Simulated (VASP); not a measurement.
# Zn (Pm-3m) in VASP: further runs, part 2 of 2

VASP 6.6.1. The steps go on from the part before.

## Step 4: Single point, PBE

This run uses another cell than the first one, of 17.12 Å³/atom, 0.940 times its volume.

The input, INCAR:

```
  PREC = Accurate
  ENCUT = 520
  EDIFF = 1E-6
  ISMEAR = -1
  SIGMA = 0.06122561905347299
  LREAL = F
  LASPH = T
  NELM = 100
  ALGO = Normal
  ISIF = 2
  LWAVE = F
  LCHARG = T
  GGA = PE
  LELF = T
  LVHAR = T
  NBANDS = 12
```

The input, KPOINTS:

```
regular mesh
0
Gamma
  14 14 14
```

The input, POSCAR:

```
Zn
1.0
    2.5775148335      0.0000000000      0.0000000000
    0.0000000000      2.5775148335      0.0000000000
    0.0000000000      0.0000000000      2.5775148335
Zn
1
Direct
    0.0000000000      0.0000000000      0.0000000000
```

The run is started by

```console
cat potpaw_PBE.64/Zn/POTCAR > POTCAR
mpirun -np 1 vasp_std > vasp.out
```

It took 20 s on 1 thread of Intel Xeon 8259CL, shared host; peak memory 0.14 GiB.

It converged, with:

```
Free energy            : -0.8721 eV
Pressure               : 3.7 GPa
Band gap on the k mesh : zero (band 6 reaches 7.88 eV, above the bottom of band 7 at -0.72 eV)
```

Levels at points of the mesh, in eV from the Fermi level:
| k point | band 4 | band 5 | band 6 | band 7 | band 8 | band 9 |
| --- | --- | --- | --- | --- | --- | --- |
| (0.00, 0.00, 0.00) | -6.75 | -6.75 | -6.75 | 12.76 | 12.76 | 12.76 |
| (0.50, 0.00, 0.00) | -7.12 | -6.72 | -2.96 | -2.81 | 17.52 | 17.52 |
| (0.50, 0.50, 0.00) | -7.06 | -6.45 | 1.43 | 1.43 | 2.90 | 6.31 |
| (0.50, 0.50, 0.50) | -6.43 | -6.43 | 5.79 | 5.79 | 5.79 | 10.44 |

## Step 5: Single point, PBE

This run uses another cell than the first one, of 17.49 Å³/atom, 0.960 times its volume.

The input, INCAR:

```
ALGO = Normal
EDIFF = 1E-6
ENCUT = 520
GGA = PE
ISIF = 2
ISMEAR = -1
LASPH = True
LCHARG = False
LREAL = False
LWAVE = False
NBANDS = 12
NELM = 80
PREC = Accurate
SIGMA = 0.06122561905347299
```

The input, KPOINTS:

```
k-points
0
Gamma
  14 14 14
```

The input, POSCAR:

```
Zn
1.0
    2.5956669445      0.0000000000      0.0000000000
    0.0000000000      2.5956669445      0.0000000000
    0.0000000000      0.0000000000      2.5956669445
Zn
1
Direct
    0.0000000000      0.0000000000      0.0000000000
```

Potentials or basis: VASP PAW PBE potentials, release 64 (Zn).

The run is started by

```console
cat potpaw_PBE.64/Zn/POTCAR > POTCAR
mpirun -np 1 vasp_std > vasp.out
```

OUTCAR:

```text
EDIFF = 1E-6
   ENCUT = 520
   GGA = PE
   ISIF = 2
   ISMEAR = -1
   LASPH = True
   LREAL = False
   NELM = 80
   PREC = Accurate

 ion  position               nearest neighbor table
   1  0.000  0.000  0.000-

  LATTYP: Found a simple cubic cell.
 ALAT       =     2.5956669445

  Lattice vectors:

 A1 = (   2.5956669445,   0.0000000000,   0.0000000000)
 A2 = (   0.0000000000,   2.5956669445,   0.0000000000)
 A3 = (   0.0000000000,   0.0000000000,   2.5956669445)

Analysis of symmetry for initial positions (statically):
[... 530 lines left out ...]
      6      -2.8590      2.00000
      7       3.9065      0.00000
      8      10.6075      0.00000
      9      17.1155      0.00000
     10      18.8316      0.00000
     11      21.3626      0.00000
     12      26.6162      0.00000

 [... further k-points ...]
[... 5 lines left out ...]
  --------------------------------------------------------------------------------------
  -------------------------------------------------------------------------------------
  Total        0.2541423      0.2541423      0.2541423     -0.0000000      0.0000000      0.0000000
  in kB       23.2830915     23.2830915     23.2830915     -0.0000000      0.0000000      0.0000000
  external PRESSURE =      23.2830915 kB  Pullay stress =       0.0000000 kB

 VOLUME and BASIS-vectors are now :
 -----------------------------------------------------------------------------
  energy-cutoff  :      520.00
  volume of cell :       17.49
      direct lattice vectors                 reciprocal lattice vectors
     2.595666945  0.000000000  0.000000000     0.385257439  0.000000000  0.000000000
     0.000000000  2.595666945  0.000000000     0.000000000  0.385257439  0.000000000
     0.000000000  0.000000000  2.595666945     0.000000000  0.000000000  0.385257439

 POSITION                                       TOTAL-FORCE (eV/Angst)
 -----------------------------------------------------------------------------------
      0.00000      0.00000      0.00000         0.000000      0.000000      0.000000
 -----------------------------------------------------------------------------------
    total drift:                               -0.000000      0.000000      0.000000

  FREE ENERGIE OF THE ION-ELECTRON SYSTEM (eV)
  ---------------------------------------------------
  free  energy   TOTEN  =        -0.8789222848 eV

  energy  without entropy=       -0.8740792050  energy(sigma->0) =       -0.87650074
```

OSZICAR:

```text
N       E                     dE             d eps       ncg     rms          rms(c)
DAV:   1     0.429630397775E+02    0.42963E+02   -0.65423E+03  2928   0.151E+03
DAV:   2     0.408195542815E+00   -0.42555E+02   -0.40078E+02  2972   0.210E+02
DAV:   3    -0.958370358706E+00   -0.13666E+01   -0.13640E+01  3404   0.373E+01
DAV:   4    -0.962358561600E+00   -0.39882E-02   -0.39881E-02  3156   0.204E+00
DAV:   5    -0.962362187328E+00   -0.36257E-05   -0.36257E-05  3392   0.596E-02    0.219E+00
DAV:   6    -0.885417203253E+00    0.76945E-01   -0.39663E-01  3360   0.123E+01    0.165E+00
DAV:   7    -0.880955242665E+00    0.44620E-02   -0.83318E-03  3112   0.167E+00    0.829E-01
DAV:   8    -0.878915348217E+00    0.20399E-02   -0.12921E-03  3336   0.415E-01    0.257E-02
DAV:   9    -0.878920915227E+00   -0.55670E-05   -0.75448E-05  3656   0.100E-01    0.181E-02
DAV:  10    -0.878922449362E+00   -0.15341E-05   -0.32073E-06  3056   0.226E-02    0.173E-03
DAV:  11    -0.878922284835E+00    0.16453E-06   -0.18016E-07  1628   0.795E-03
   1 F= -.87892228E+00 E0= -.87650074E+00  d E =-.484308E-02
```

stdout:

```text
POSCAR found type information on POSCAR Zn
 POSCAR found :  1 types and       1 ions
 scaLAPACK will be used
 LDA part: xc-table for (Slater+PW92), standard interpolation
 POSCAR, INCAR and KPOINTS ok, starting setup
 FFT: planning ... GRIDC
 FFT: planning ... GRID_SOFT
 FFT: planning ... GRID
 WAVECAR not read
 entering main loop
```

It took 18 s on 1 thread of Intel Xeon 8259CL, shared host; peak memory 0.14 GiB.

Results:

```yaml
Free_energy: -0.8789 eV
Pressure: 2.3 GPa
Band_gap_on_the_k_mesh: zero (band 6 reaches 7.67 eV, above the bottom of band 7 at -0.86 eV)
```

## Step 6: Summary

```tsv
cell	k mesh	gap on the mesh (eV)	pressure (GPa)
a = 2.631 Å, 1 atom	41 × 41 × 41	none	0.1
a = 2.578 Å, 1 atom	14 × 14 × 14	none	3.7
a = 2.596 Å, 1 atom	14 × 14 × 14	none	2.3
```

Alike in all rows: task single point; level PBE; potentials or basis VASP PAW PBE potentials, release 64 (Zn); no spin polarisation; cutoff (eV) 520; smearing fermi-dirac 0.0612256 eV.

Absolute energies hang on the potentials; compare differences alone.
